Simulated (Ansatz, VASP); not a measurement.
**SrTl in VASP and in Ansatz**

File INCAR:

```
PREC = Accurate
ENCUT = 520
EDIFF = 1E-8
ISMEAR = -1
SIGMA = 0.05
LREAL = F
LASPH = T
NELM = 80
ALGO = Normal
ISIF = 2
LWAVE = F
LCHARG = F
LEFG = T
NBANDS = 18
```

KPOINTS

```
Automatic mesh
0
Gamma
  8 8 8
```

Contents of POSCAR:

```
SrTl
1.0
    4.0049387820      0.0000000000      0.0000000000
    0.0000000000      4.0049387820      0.0000000000
    0.0000000000      0.0000000000      4.0049387820
Sr Tl
1 1
Direct
    0.0000000000      0.0000000000      0.0000000000
    0.5000000000      0.5000000000      0.5000000000
```

Input for Ansatz:

```yaml
crystal:
  lattice:
    - [4.004938782, 0.0, 0.0]
    - [0.0, 4.004938782, 0.0]
    - [0.0, 0.0, 4.004938782]
  atoms:
    - { symbol: Sr, position: [0.0, 0.0, 0.0] }
    - { symbol: Tl, position: [0.5, 0.5, 0.5] }
kpoints:
  mp_grid: { grid: [8, 8, 8] }
scf:
  occupations: { method: fermi_dirac, width: 0.05 }
hamiltonian:
  xc: lda
  pseudopotentials: { kind: all_electron, datasets: crystal }
output:
  forces: true
  stress: true
  eigenvalues: true
  efg: { contact_densities: true }
```

Change from the starting cell: volume scaled by 0.98, crystal datasets.

Alike in both runs: task electric field gradients; functional LDA; k mesh 8 × 8 × 8; occupations fermi-dirac, width 0.05 eV; no spin polarisation.

```csv
,VASP,Ansatz
version,VASP 6.6.1,Ansatz 0.2.0
potentials or method,"VASP PAW LDA potentials, release 64 (Sr_sv, Tl_d), cutoff 520 eV","all-electron PAW with datasets made for the crystal, scalar-relativistic"
```

```tsv
	VASP	Ansatz	Ansatz less VASP
pressure (GPa)	-1.2	-1.3	-0.09
```

LDA's correlation is that of Perdew and Zunger in VASP and of Perdew and Wang (1992) in Ansatz. Ansatz ran all-electron here, and VASP with PAW potentials.

Neither program's run includes spin-orbit coupling.
